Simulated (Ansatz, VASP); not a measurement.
WSe2: VASP beside Ansatz

```xyz
6
Lattice="3.2706 0.0000 0.0000 -1.6353 2.8324 0.0000 0.0000 0.0000 23.9870" Properties=species:S:1:pos:R:3 pbc="T T T"
W     1.6353    0.9441    3.3011
W     0.0000    1.8883   20.6859
Se    0.0000    1.8883    4.9735
Se    1.6353    0.9441   22.3605
Se    0.0000    1.8883    1.6265
Se    1.6353    0.9441   19.0135
```

Alike in both runs: task single point; functional PBEsol; k mesh 9 × 9 × 2; occupations gaussian, width 0.05 eV; no spin polarisation.

|  | VASP | Ansatz |
| --- | --- | --- |
| version | VASP 6.6.1 | Ansatz 0.2.0 |
| potentials or method | VASP PAW PBE potentials, release 64 (W_sv, Se), cutoff 520 eV | scalar-relativistic, plane waves, PAW |
| valence electrons in the cell | 52 | 92 |

VASP gave:

| Item | Value |
| --- | --- |
| gap on the k mesh at the Fermi level (eV) | 1.51 |
| least direct gap on the mesh (eV) | 1.64 |
| rms of the force components (eV/Å) | 0.029 |

Question: Which values does Ansatz return?

Answer: gap on the k mesh at the Fermi level (eV): 1.50; least direct gap on the mesh (eV): 1.65; rms of the force components (eV/Å): 0.000.

VASP's potentials were made for PBE, not for PBEsol, and Ansatz warns of the same on its side. Atom by atom the forces differ by 0.029 eV/Å (rms over components). VASP's potentials hold 52 valence electrons a cell and Ansatz's 92, so a difference there can come from the potentials and not from the codes.

Spin-orbit coupling is off throughout.
